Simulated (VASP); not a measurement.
# SiC (I-4m2) in VASP: notebook

SiC is run at these levels: HSE06; tasks: single point.

All numbers are computed with VASP 6.6.1; they aren't measurements. Logs are shortened: lines on timing, memory, paths and dates and some standing lists are left out, and cuts for length are marked.

## Step 1: The cell of the first run

Symmetry: I-4m2, No. 119, tetragonal system. Conventional cell: a = 3.080 Å, b = 3.080 Å, c = 4.182 Å, α = 90.00°, β = 90.00°, γ = 90.00°. Within 2.5 Å of Si (site symmetry -4m2) lie 4 C at 1.86 Å. Within 2.5 Å of C (site symmetry -4m2) lie 4 Si at 1.86 Å.

## Step 2: Single point, HSE06 (uniaxial z strain -4.0%)

POSCAR

```
SiC
1.0
    0.0000000000      2.1780523510      2.0909302570
    2.1780523510      0.0000000000      2.0909302570
    2.1780523510      2.1780523510      0.0000000000
Si C
1 1
Direct
    0.0000000000      0.0000000000      0.0000000000
    0.2500000000      0.2500000000      0.2500000000
```

INCAR.step1

```
SYSTEM = SiC
  PREC = Accurate
  ENCUT = 520
  EDIFF = 1E-5
  ISMEAR = 0
  SIGMA = 0.01
  LREAL = .FALSE.
  LASPH = .TRUE.
  NELM = 80
  ALGO = Normal
  ISIF = 2
  LWAVE = .TRUE.
  LCHARG = .FALSE.
  NBANDS = 11
  GGA = PE
```

INCAR.step2

```
SYSTEM = SiC
  PREC = Accurate
  ENCUT = 520
  EDIFF = 1E-6
  ISMEAR = 0
  SIGMA = 0.01
  LREAL = .FALSE.
  LASPH = .TRUE.
  NELM = 80
  ALGO = Normal
  ISIF = 2
  LWAVE = .FALSE.
  LCHARG = .FALSE.
  GGA = PE
  LHFCALC = .TRUE.
  HFSCREEN = 0.2079
  PRECFOCK = Normal
  NBANDS = 11
  ISTART = 1
```

KPOINTS

```
Automatic mesh
0
G
  8 8 8
  0 0 0
```

Potentials or basis: VASP PAW PBE potentials, release 64 (Si, C).

The run is started by

```
$ cat potpaw_PBE.64/Si/POTCAR potpaw_PBE.64/C/POTCAR > POTCAR
$ cp INCAR.step1 INCAR
$ mpirun -np 1 vasp_std > vasp.out
$ cp INCAR.step2 INCAR
$ mpirun -np 1 vasp_std > vasp.out
```

OUTCAR:

```text
SYSTEM = SiC
   PREC = Accurate
   ENCUT = 520
   EDIFF = 1E-6
   ISMEAR = 0
   LREAL = .FALSE.
   LASPH = .TRUE.
   NELM = 80
   ISIF = 2
   GGA = PE
   LHFCALC = .TRUE.
   HFSCREEN = 0.2079
   PRECFOCK = Normal
   ISTART = 1

 ion  position               nearest neighbor table
   1  0.000  0.000  0.000-   2 1.86   2 1.86   2 1.86   2 1.86
   2  0.250  0.250  0.250-   1 1.86   1 1.86   1 1.86   1 1.86

  LATTYP: Found a body centered tetragonal cell.
 ALAT       =     3.0802311743
 C/A-ratio  =     1.3576450199

  Lattice vectors:

 A1 = (   0.0000000000,  -2.1780523510,  -2.0909302570)
 A2 = (   0.0000000000,   2.1780523510,  -2.0909302570)
 A3 = (   2.1780523510,   0.0000000000,   2.0909302570)

Analysis of symmetry for initial positions (statically):
=====================================================================
 Subroutine PRICEL returns:
 Original cell was already a primitive cell.

 Routine SETGRP: Setting up the symmetry group for a
 body centered tetragonal supercell.

 Subroutine GETGRP returns: Found  8 space group operations
 (whereof  8 operations were pure point group operations)
 out of a pool of 16 trial point group operations.

The static configuration has the point symmetry D_2d.

Analysis of symmetry for dynamics (positions and initial velocities):
=====================================================================
 Subroutine PRICEL returns:
 Original cell was already a primitive cell.

 Routine SETGRP: Setting up the symmetry group for a
 body centered tetragonal supercell.

 Subroutine GETGRP returns: Found  8 space group operations
 (whereof  8 operations were pure point group operations)
 out of a pool of 16 trial point group operations.

The dynamic configuration has the point symmetry D_2d.

 Subroutine INISYM returns: Found  8 space group operations
 (whereof  8 operations are pure point group operations),
 and found     1 'primitive' translations

----------------------------------------------------------------------------------------

                                     Primitive cell

  volume of cell :      19.8384

  direct lattice vectors                    reciprocal lattice vectors
     0.000000000  2.178052351  2.090930257    -0.229562894  0.229562894  0.239128014
     2.178052351  0.000000000  2.090930257     0.229562894 -0.229562894  0.239128014
     2.178052351  2.178052351  0.000000000     0.229562894  0.229562894 -0.239128014

  length of vectors
     3.019255104  3.019255104  3.080231174     0.403212663  0.403212663  0.403212663

  position of ions in fractional coordinates (direct lattice)
     0.000000000  0.000000000  0.000000000
     0.250000000  0.250000000  0.250000000

  ion indices of the primitive-cell ions
   primitive index   ion index
                 1           1
                 2           2

----------------------------------------------------------------------------------------

 KPOINTS: Automatic mesh

Automatic generation of k-mesh.
 Grid dimensions read from file:
 generate k-points for:    8    8    8

 Generating k-lattice:

  Cartesian coordinates                     Fractional coordinates (reciprocal lattice)
    -0.028695362  0.028695362  0.029891002     0.125000000  0.000000000  0.000000000
     0.028695362 -0.028695362  0.029891002     0.000000000  0.125000000  0.000000000
     0.028695362  0.028695362 -0.029891002    -0.000000000 -0.000000000  0.125000000

  Length of vectors
     0.050401583  0.050401583  0.050401583

  Shift w.r.t. Gamma in fractional coordinates (k-lattice)
     0.000000000  0.000000000  0.000000000

 Subroutine IBZKPT returns following result:
 ===========================================

 Found     59 irreducible k-points:

 Following reciprocal coordinates:
            Coordinates               Weight
  0.000000  0.000000  0.000000      1.000000
  0.125000  0.000000  0.000000      8.000000
  0.250000  0.000000  0.000000      8.000000
  0.375000  0.000000  0.000000      8.000000
  0.500000  0.000000  0.000000      4.000000
  0.125000  0.125000  0.000000      2.000000
[... 16 lines left out ...]
  0.250000  0.000000  0.125000     16.000000
  0.375000  0.000000  0.125000     16.000000
 [... further k-points ...]
   k-points           NKPTS =     59   k-points in BZ     NKDIM =    512   number of bands    NBANDS=     11
   number of dos      NEDOS =    301   number of ions     NIONS =      2
   total plane-waves  NPLWV =  13824
   dimension x,y,z NGX =    24 NGY =   24 NGZ =   24
   dimension x,y,z NGXF=    48 NGYF=   48 NGZF=   48
   ions per type =               1   1
   NGX,Y,Z   is equivalent  to a cutoff of  13.21, 13.21, 12.95 a.u.
   NGXF,Y,Z  is equivalent  to a cutoff of  26.43, 26.43, 25.91 a.u.
 SYSTEM =  SiC
   PREC   = accura    normal or accurate (medium, high low for compatibility)
   ISTART =      1    job   : 0-new  1-cont  2-samecut
   ICHARG =      0    charge: 1-file 2-atom 10-const
   ISPIN  =      1    spin polarized calculation?
   LNONCOLLINEAR =      F non collinear calculations
   LSORBIT =      F    spin-orbit coupling
   LASPH  =      T    aspherical Exc in radial PAW
   ENCUT  =  520.0 eV  38.22 Ry    6.18 a.u.   5.61  5.61  5.73*2*pi/ulx,y,z
   NELM   =     80;   NELMIN=  2; NELMDL=  0     # of ELM steps
   EDIFF  = 0.1E-05   stopping-criterion for ELM
   LREAL  =      F    real-space projection
   EDIFFG = 0.1E-04   stopping-criterion for IOM
   NSW    =      0    number of steps for IOM
   IBRION =     -1    ionic relax: 0-MD 1-quasi-New 2-CG
   NFREE  =      0    steps in history (QN), initial steepest desc. (CG)
   ISIF   =      2    stress and relaxation
   ISYM   =      3    0-nonsym 1-usesym 2-fastsym
   POTIM  = 0.5000    time-step for ionic-motion
   TEBEG  =    0.0;   TEEND  =   0.0 temperature during run
   PSTRESS=    0.0 pullay stress
   NELECT =       8.0000    total number of electrons
   NUPDOWN=      -1.0000    fix difference up-down
   EMIN   =  10.00;   EMAX   =-10.00  energy-range for DOS
   EFERMI =   0.00;   METHOD = LEGACY
   ISMEAR =     0;   SIGMA  =   0.01  broadening in eV -4-tet -1-fermi 0-gaus
   EFERMI_NEDOS =   21; number of points for ismear=-14 and -15
   IALGO  =     38    algorithm
   IMIX   =      1    mixing-type and parameters
     AMIX     =   0.40;   BMIX     =  1.00
     AMIX_MAG =   1.60;   BMIX_MAG =  1.00
  volume/ion in A,a.u.               =       9.92        66.94
  Fermi-wavevector in a.u.,A,eV,Ry     =   1.209491  2.285607 19.903546  1.462869
  Thomas-Fermi vector in A             =   2.345067
   LORBIT       =      0    0 simple, 1 ext, 2 COOP (PROOUT), +10 PAW based schemes
   GGA     = PE    functional components
   LHFCALC =     T    Hartree Fock is set to
   PRECFOCK=normal    Normal, Fast or Accurate (Low or Medium for compatibility)
   ENCUT4O =  -1.0   cutoff for four orbital integrals eV
   NKREDX  =     1    reduce k-point grid by
   NKREDY  =     1    reduce k-point grid by
   NKREDZ  =     1    reduce k-point grid by
   AEXX    =    0.2500 exact exchange contribution
   HFSCREEN=    0.2079 screening length (either q_TF or 0.3 A-1)
   HFSCREENC=   0.2079 screening length for correlation (either q_TF or 0.3 A-1)
   ENCUTFOCK=  -1.0 apply spherical cutoff to Coloumb kernel
   IVDW    =     0    specifies the selected vdW correction
   LEPSILON=     F    determine dielectric tensor
   LRPA    =     F    only Hartree local field effects (RPA)
 non-spin polarized calculation
 Gauss-broadening in eV      SIGMA  =   0.01
  energy-cutoff  :      520.00
  volume of cell :       19.84
 maximum number of plane-waves:       549
 NGX is ok and might be reduce to    24
  NGX = 18; NGY = 18; NGZ = 18

 number of electron       8.0000000 magnetization

 Free energy of the ion-electron system (eV)
  ---------------------------------------------------
  ext. energy  EPLUGINS =         0.00000000
  ---------------------------------------------------
  free energy    TOTEN  =       -17.38792978 eV

  energy without entropy =      -17.38792978  energy(sigma->0) =      -17.38792978

 E-fermi :   8.1974     XC(G=0):  -9.5001

 val. band max:        8.1464653234   @ k =   0.0000   0.0000   0.0000
 cond. band min:       9.9122511672   @ k =   0.5000   0.5000   0.0000
 fundamental gap:      1.7657858437
 Fermi energy:         8.1973507627

 k-point     1 :       0.0000    0.0000    0.0000
  band No.  band energies     occupation
      1      -9.3770      2.00000
      2       7.8749      2.00000
      3       7.8749      2.00000
      4       8.1465      2.00000
      5      16.0172      0.00000
      6      16.8049      0.00000
      7      16.9167      0.00000
      8      16.9167      0.00000
      9      23.6522      0.00000
     10      24.8827      0.00000
     11      26.6381      0.00000

 k-point     2 :       0.1250    0.0000    0.0000
  band No.  band energies     occupation
      1      -9.0346      2.00000
      2       6.3369      2.00000
      3       7.6227      2.00000
      4       7.8733      2.00000
      5      16.1084      0.00000
      6      17.2200      0.00000
      7      17.2644      0.00000
      8      17.6461      0.00000
      9      22.4943      0.00000
     10      23.3065      0.00000
     11      26.0257      0.00000

 k-point     3 :       0.2500    0.0000    0.0000
  band No.  band energies     occupation
      1      -8.0323      2.00000
      2       3.1843      2.00000
      3       7.1087      2.00000
      4       7.4829      2.00000
      5      15.5132      0.00000
      6      17.2653      0.00000
      7      17.7075      0.00000
      8      19.2836      0.00000
      9      22.7737      0.00000
     10      22.8514      0.00000
     11      25.1243      0.00000
[... 267 lines left out ...]
 k-point    23 :       0.2500    0.0000    0.1250
  band No.  band energies     occupation
      1      -8.1596      2.00000
      2       4.3122      2.00000
      3       6.6231      2.00000
      4       6.9022      2.00000
      5      15.1102      0.00000
      6      17.3801      0.00000
      7      18.0862      0.00000
      8      18.9497      0.00000
      9      21.2789      0.00000
     10      24.7614      0.00000
     11      27.3123      0.00000

 k-point    24 :       0.3750    0.0000    0.1250
  band No.  band energies     occupation
      1      -6.7969      2.00000
      2       1.2750      2.00000
      3       6.0355      2.00000
      4       6.4469      2.00000
      5      14.7704      0.00000
      6      16.9356      0.00000
      7      18.6556      0.00000
      8      19.3960      0.00000
      9      23.0393      0.00000
     10      26.0954      0.00000
     11      27.1150      0.00000

 [... further k-points ...]
[... 5 lines left out ...]
  --------------------------------------------------------------------------------------
  -------------------------------------------------------------------------------------
  Total        0.6053778      0.6053778      1.8899350      0.0000000      0.0000000      0.0000000
  in kB       48.8912222     48.8912222    152.6340006      0.0000000      0.0000000      0.0000000
  external PRESSURE =      83.4721483 kB  Pullay stress =       0.0000000 kB

 VOLUME and BASIS-vectors are now :
 -----------------------------------------------------------------------------
  energy-cutoff  :      520.00
  volume of cell :       19.84
      direct lattice vectors                 reciprocal lattice vectors
     0.000000000  2.178052351  2.090930257    -0.229562894  0.229562894  0.239128014
     2.178052351  0.000000000  2.090930257     0.229562894 -0.229562894  0.239128014
     2.178052351  2.178052351  0.000000000     0.229562894  0.229562894 -0.239128014

 POSITION                                       TOTAL-FORCE (eV/Angst)
 -----------------------------------------------------------------------------------
      0.00000      0.00000      0.00000         0.000000      0.000000     -0.000000
      1.08903      1.08903      1.04547        -0.000000     -0.000000      0.000000
 -----------------------------------------------------------------------------------
    total drift:                                0.000000      0.000000     -0.000000

  FREE ENERGIE OF THE ION-ELECTRON SYSTEM (eV)
  ---------------------------------------------------
  free  energy   TOTEN  =       -17.3879297778 eV

  energy  without entropy=      -17.3879297778  energy(sigma->0) =      -17.38792978
```

Run time: 51 min. Hardware: 1 thread of Intel Xeon Platinum 8488C (Sapphire Rapids), shared host; peak memory 0.26 GiB.

What came out:

```yaml
Free_energy: -17.3879 eV
Pressure: 8.3 GPa
Band_gap_on_the_k_mesh: 1.77 eV (least direct gap 5.74 eV)
```

Stress tensor (GPa, compression positive):
```
 4.89  0.00  0.00
 0.00  4.89  0.00
 0.00  0.00 15.26
```

Caveat: the cell differs from its parent crystal (uniaxial z strain -4.0%); the stress differs along the axes, from 5 to 15 GPa; the PAW data sets were made with another functional, which shifts forces and pressure a little. A k mesh can miss the band edges.

(Part 1 of 2 ends here.)
